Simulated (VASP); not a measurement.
# BaBi6O10 in VASP: notebook, part 2 of 2

VASP 6.6.1. Earlier steps stand in the parts before.

## 5. Single point, PBE

INCAR

```
ALGO     = Normal         # electronic algorithm
EDIFF    = 1E-7           # SCF threshold, eV
ENCUT    = 520            # plane-wave cutoff, eV
GGA      = PE             # functional
ISIF     = 2              # what is computed and relaxed
ISMEAR   = -1             # smearing method
ISYM     = 0            
LASPH    = True           # aspherical terms in the spheres
LCHARG   = True           # write CHGCAR
LELF     = True           # ELF
LREAL    = Auto         
LVHAR    = True         
LWAVE    = False          # write WAVECAR
NBANDS   = 94             # bands
NELM     = 80             # most SCF steps
PREC     = Accurate       # precision mode
SIGMA    = 0.1172         # smearing width, eV
```

KPOINTS

```
k-points
0
Gamma
  1 1 1
```

POSCAR

```
BaBi6O10
1.0
    6.8988500000      0.3663110000     -0.3031620000
    0.3663110000      6.5432810000      0.0645600000
   -0.3031620000      0.0645600000      6.7022220000
Bi O Ba
6 10 1
Direct
    0.5158954845      0.8415259732      0.9597567777
    0.6124826903      0.1032082415      0.5230224175
    0.5820237308      0.3479668890      0.9929394663
    0.0820294685      0.0651690637      0.1908489308
    0.4308632296      0.6054780555      0.5087051272
    0.8386891267      0.6540322006      0.3091306665
    0.9650383202      0.3698387633      0.0595708642
    0.4622827459      0.3472595246      0.3035021053
    0.5023654704      0.8702438225      0.3070962406
    0.1613840880      0.7123244694      0.3437432922
    0.8669549603      0.9242134228      0.5350794977
    0.4311327924      0.8931026128      0.6397298351
    0.2088085527      0.8846322617      0.9803386041
    0.3656570845      0.3941560354      0.7065069792
    0.7168780472      0.4999329046      0.5742442602
    0.8331884434      0.9569414154      0.1165787909
    0.0444264665      0.2335933087      0.7082626676
```

Potentials or basis: VASP PAW PBE potentials, release 64 (Bi_d, O, Ba_sv).

Launch:

```bash
cat potpaw_PBE.64/Bi_d/POTCAR potpaw_PBE.64/O/POTCAR potpaw_PBE.64/Ba_sv/POTCAR > POTCAR
mpirun -np 1 vasp_gam > vasp.out
```

OUTCAR:

```text
EDIFF = 1E-7
   ENCUT = 520
   GGA = PE
   ISIF = 2
   ISMEAR = -1
   ISYM = 0
   LASPH = True
   LREAL = Auto
   NELM = 80
   PREC = Accurate

 ion  position               nearest neighbor table
   1  0.516  0.842  0.960-  13 2.13  12 2.19   9 2.35  16 2.54   3 3.22   6 3.22   3 3.41   5 3.46
                             2 3.52   4 3.67  17 4.14
   2  0.612  0.103  0.523-  11 2.00  12 2.14   8 2.26   9 2.27  15 2.79  14 2.79  17 3.34   5 3.39
                             1 3.52   6 3.57   3 3.57   5 3.62   3 3.86  17 4.23
   3  0.582  0.348  0.993-   8 2.31  14 2.32   7 2.67   1 3.22   1 3.41   6 3.45   2 3.57   5 3.65
                             2 3.86   4 3.86  17 3.88  17 4.17
   4  0.082  0.065  0.191-  16 1.96  13 2.05   7 2.21  10 2.50  17 3.38   6 3.44   1 3.67  17 3.68
                             3 3.86
   5  0.431  0.605  0.509-  14 2.02  15 2.03  12 2.09  10 2.12   8 2.20   9 2.30   6 3.27   2 3.39
                             1 3.46   2 3.62   3 3.65  17 4.10
   6  0.839  0.654  0.309-  10 2.30  15 2.30  16 2.35  11 2.36   9 2.59   7 2.65   1 3.22   5 3.27
                             4 3.44   3 3.45   2 3.57  17 3.88
   7  0.965  0.370  0.060-   4 2.21  17 2.62   6 2.65   3 2.67
   8  0.462  0.347  0.304-   5 2.20   2 2.26   3 2.31
   9  0.502  0.870  0.307-   2 2.27   5 2.30   1 2.35   6 2.59
  10  0.161  0.712  0.344-   5 2.12   6 2.30   4 2.50
  11  0.867  0.924  0.535-   2 2.00   6 2.36  17 2.71
  12  0.431  0.893  0.640-   5 2.09   2 2.14   1 2.19
  13  0.209  0.885  0.980-   4 2.05   1 2.13  17 2.96
  14  0.366  0.394  0.707-   5 2.02   3 2.32  17 2.56   2 2.79
  15  0.717  0.500  0.574-   5 2.03   6 2.30  17 2.78   2 2.79
  16  0.833  0.957  0.117-   4 1.96   6 2.35   1 2.54
  17  0.044  0.234  0.708-  14 2.56   7 2.62  11 2.71  15 2.78  13 2.96   2 3.34   4 3.38   4 3.68
                             6 3.88   3 3.88   5 4.10   1 4.14   3 4.17   2 4.23

IMPORTANT INFORMATION: All symmetrisations will be switched off!
NOSYMM: (Re-)initialisation of all symmetry stuff for point group C_1.

----------------------------------------------------------------------------------------

                                     Primitive cell

  volume of cell :     301.0020

  direct lattice vectors                    reciprocal lattice vectors
     6.898850000  0.366311000 -0.303162000     0.145681285 -0.008221440  0.006668804
     0.366311000  6.543281000  0.064560000    -0.008221440  0.153307026 -0.001848630
    -0.303162000  0.064560000  6.702222000     0.006668804 -0.001848630  0.149523707

  length of vectors
     6.915216719  6.553844520  6.709385585     0.146065402  0.153538444  0.149683764

  position of ions in fractional coordinates (direct lattice)
     0.515895484  0.841525973  0.959756778
     0.612482690  0.103208241  0.523022418
     0.582023731  0.347966889  0.992939466
     0.082029468  0.065169064  0.190848931
     0.430863230  0.605478056  0.508705127
     0.838689127  0.654032201  0.309130667
[... 9 lines left out ...]
     0.833188443  0.956941415  0.116578791
     0.044426466  0.233593309  0.708262668

  ion indices of the primitive-cell ions
   primitive index   ion index
                 1           1
                 2           2
                 3           3
                 4           4
                 5           5
                 6           6
[... 9 lines left out ...]
                16          16
                17          17

----------------------------------------------------------------------------------------

 KPOINTS: k-points

Automatic generation of k-mesh.
 Grid dimensions read from file:
 generate k-points for:    1    1    1

 Generating k-lattice:

  Cartesian coordinates                     Fractional coordinates (reciprocal lattice)
     0.145681285 -0.008221440  0.006668804     1.000000000 -0.000000000  0.000000000
    -0.008221440  0.153307026 -0.001848630    -0.000000000  1.000000000  0.000000000
     0.006668804 -0.001848630  0.149523707     0.000000000  0.000000000  1.000000000

  Length of vectors
     0.146065402  0.153538444  0.149683764

  Shift w.r.t. Gamma in fractional coordinates (k-lattice)
     0.000000000  0.000000000  0.000000000

 Subroutine IBZKPT returns following result:
 ===========================================

 Found      1 irreducible k-points:

 Following reciprocal coordinates:
            Coordinates               Weight
  0.000000  0.000000  0.000000      1.000000
   k-points           NKPTS =      1   k-points in BZ     NKDIM =      1   number of bands    NBANDS=     94
   number of dos      NEDOS =    301   number of ions     NIONS =     17
   total plane-waves  NPLWV = 135000
   dimension x,y,z NGX =    54 NGY =   50 NGZ =   50
   dimension x,y,z NGXF=   108 NGYF=  100 NGZF=  100
   ions per type =               6  10   1
   NGX,Y,Z   is equivalent  to a cutoff of  12.98, 12.68, 12.39 a.u.
   NGXF,Y,Z  is equivalent  to a cutoff of  25.96, 25.37, 24.78 a.u.
 SYSTEM =  unknown system
   PREC   = accura    normal or accurate (medium, high low for compatibility)
   ISTART =      0    job   : 0-new  1-cont  2-samecut
   ICHARG =      2    charge: 1-file 2-atom 10-const
   ISPIN  =      1    spin polarized calculation?
   LNONCOLLINEAR =      F non collinear calculations
   LSORBIT =      F    spin-orbit coupling
   LASPH  =      T    aspherical Exc in radial PAW
   ENCUT  =  520.0 eV  38.22 Ry    6.18 a.u.  12.86 12.19 12.48*2*pi/ulx,y,z
   NELM   =     80;   NELMIN=  2; NELMDL= -5     # of ELM steps
   EDIFF  = 0.1E-06   stopping-criterion for ELM
   LREAL  =      T    real-space projection
   EDIFFG = 0.1E-05   stopping-criterion for IOM
   NSW    =      0    number of steps for IOM
   IBRION =     -1    ionic relax: 0-MD 1-quasi-New 2-CG
   NFREE  =      0    steps in history (QN), initial steepest desc. (CG)
   ISIF   =      2    stress and relaxation
   ISYM   =      0    0-nonsym 1-usesym 2-fastsym
   POTIM  = 0.5000    time-step for ionic-motion
   TEBEG  =    0.0;   TEEND  =   0.0 temperature during run
   PSTRESS=    0.0 pullay stress
   NELECT =     160.0000    total number of electrons
   NUPDOWN=      -1.0000    fix difference up-down
   EMIN   =  10.00;   EMAX   =-10.00  energy-range for DOS
   EFERMI =   0.00;   METHOD = LEGACY
   ISMEAR =    -1;   SIGMA  =   0.12  broadening in eV -4-tet -1-fermi 0-gaus
   EFERMI_NEDOS =   21; number of points for ismear=-14 and -15
   IALGO  =     38    algorithm
   IMIX   =      4    mixing-type and parameters
     AMIX     =   0.40;   BMIX     =  1.00
     AMIX_MAG =   1.60;   BMIX_MAG =  1.00
  volume/ion in A,a.u.               =      17.71       119.49
  Fermi-wavevector in a.u.,A,eV,Ry     =   1.326147  2.506055 23.928107  1.758666
  Thomas-Fermi vector in A             =   2.455555
   LORBIT       =      0    0 simple, 1 ext, 2 COOP (PROOUT), +10 PAW based schemes
   GGA     = PE    functional components
   LHFCALC =     F    Hartree Fock is set to
   AEXX    =    0.0000 exact exchange contribution
   IVDW    =     0    specifies the selected vdW correction
   LEPSILON=     F    determine dielectric tensor
   LRPA    =     F    only Hartree local field effects (RPA)
 non-spin polarized calculation
  energy-cutoff  :      520.00
  volume of cell :      301.00
 maximum number of plane-waves:      4055
 NGX is ok and might be reduce to    50
   NGX = 25   NGY = 25   NGZ = 25

 number of electron     160.0000021 magnetization

 Free energy of the ion-electron system (eV)
  ---------------------------------------------------
  ext. energy  EPLUGINS =         0.00000000
  ---------------------------------------------------
  free energy    TOTEN  =       -91.97144220 eV

  energy without entropy =      -91.94899496  energy(sigma->0) =      -91.96021858

 E-fermi :   5.4332     XC(G=0):  -9.9997

 val. band max:        4.8447753825   @ k =   0.0000   0.0000   0.0000
 cond. band min:       6.0003873870   @ k =   0.0000   0.0000   0.0000
 fundamental gap:      1.1556120045
 Fermi energy:         5.4332094905

 k-point     1 :       0.0000    0.0000    0.0000
  band No.  band energies     occupation
      1     -21.5554      2.00000
      2     -18.1559      2.00000
      3     -18.1288      2.00000
      4     -17.7938      2.00000
      5     -17.7735      2.00000
      6     -17.7468      2.00000
[... 84 lines left out ...]
     91      10.2164      0.00000
     92      10.4197      0.00000
 [bands above 92 left out]

------------------------ aborting loop because EDIFF is reached ----------------------------------------

  FORCE on cell =-STRESS in cart. coord.  units (eV):
  Direction    XX          YY          ZZ          XY          YZ          ZX
  --------------------------------------------------------------------------------------
  -------------------------------------------------------------------------------------
  Total       22.8780929      5.9927814     29.9104988      3.1535634     -4.0673158      1.9745267
  in kB      121.7758197     31.8984573    159.2080045     16.7858293    -21.6495630     10.5100370
  external PRESSURE =     104.2940938 kB  Pullay stress =       0.0000000 kB

 VOLUME and BASIS-vectors are now :
 -----------------------------------------------------------------------------
  energy-cutoff  :      520.00
  volume of cell :      301.00
      direct lattice vectors                 reciprocal lattice vectors
     6.898850000  0.366311000 -0.303162000     0.145681285 -0.008221440  0.006668804
     0.366311000  6.543281000  0.064560000    -0.008221440  0.153307026 -0.001848630
    -0.303162000  0.064560000  6.702222000     0.006668804 -0.001848630  0.149523707

 POSITION                                       TOTAL-FORCE (eV/Angst)
 -----------------------------------------------------------------------------------
      3.57638      5.75728      6.33043        -0.268185      1.349074      2.080537
      4.10467      0.93345      3.32639        -1.907326     -0.321017     -0.958019
      3.84174      2.55415      6.50092        -0.323592     -0.242396      1.332892
      0.53192      0.46879      1.25845         2.616566      0.503109      3.164558
      3.04003      4.15248      3.31792        -2.534309      1.304591     -3.344333
      5.93185      4.60670      1.85983         2.455689      1.922958     -0.420487
[... 9 lines left out ...]
      6.06324      6.57427      0.59053        -1.870130     -1.202760     -1.256152
      0.17734      1.59047      4.74855         0.635094     -0.285040      0.248464
 -----------------------------------------------------------------------------------
    total drift:                               -0.037561      0.019861     -0.018733

  FREE ENERGIE OF THE ION-ELECTRON SYSTEM (eV)
  ---------------------------------------------------
  free  energy   TOTEN  =       -91.9714421954 eV

  energy  without entropy=      -91.9489949603  energy(sigma->0) =      -91.96021858
```

Run time: 71 s. Hardware: 1 thread of Intel Xeon Platinum 8488C (Sapphire Rapids), shared host; peak memory 0.34 GiB.

Results:

```
Free energy   : -91.9714 eV
Pressure      : 10.4 GPa
Largest force : 4.394 eV/Å
```

Forces in eV/Å, atoms in the order of the input:
```
Bi  -0.268  1.349  2.081
Bi  -1.907 -0.321 -0.958
Bi  -0.324 -0.242  1.333
Bi   2.617  0.503  3.165
Bi  -2.534  1.305 -3.344
Bi   2.456  1.923 -0.420
O   -1.253 -0.387 -0.918
O   -0.248  0.657 -1.901
O    0.724 -0.750 -0.678
O   -0.500 -0.883  0.866
O    1.852 -0.974  0.016
O   -0.187 -0.376  1.243
O   -0.355  0.904 -1.486
O   -0.218 -0.688  0.862
O    1.380 -0.530  1.149
O   -1.870 -1.203 -1.256
Ba   0.635 -0.285  0.248
```

Levels at points of the mesh, in eV from the Fermi level:
| k point | band 78 | band 79 | band 80 | band 81 | band 82 | band 83 |
| --- | --- | --- | --- | --- | --- | --- |
| (0.00, 0.00, 0.00) | -1.14 | -0.79 | -0.59 | 0.57 | 1.51 | 2.31 |

Caveat: the k points lie up to 0.96 Å⁻¹ apart; the atoms stand as in a frame of molecular dynamics; spin-orbit coupling is left out, which moves the levels of the heavy elements.

## 6. Overview

```csv
cell,smearing,pressure (GPa),largest force (eV/Å)
"as given, atomic positions A",fermi-dirac 0.2111 eV,15.8,5.66
"as given, atomic positions B",fermi-dirac 0.2111 eV,9.5,3.01
"as given, atomic positions C",fermi-dirac 0.1172 eV,13.1,2.83
"as given, atomic positions D",fermi-dirac 0.1172 eV,10.4,4.39
```

Alike in all rows: task single point; level PBE; potentials or basis VASP PAW PBE potentials, release 64 (Bi_d, O, Ba_sv); no spin polarisation; k mesh 1 × 1 × 1; cutoff (eV) 520.

Caveats: all runs use coarse meshes; the atoms stand as in a frame of molecular dynamics; spin-orbit coupling is left out, which moves the levels of the heavy elements.

Absolute energies hang on the potentials; compare differences alone.
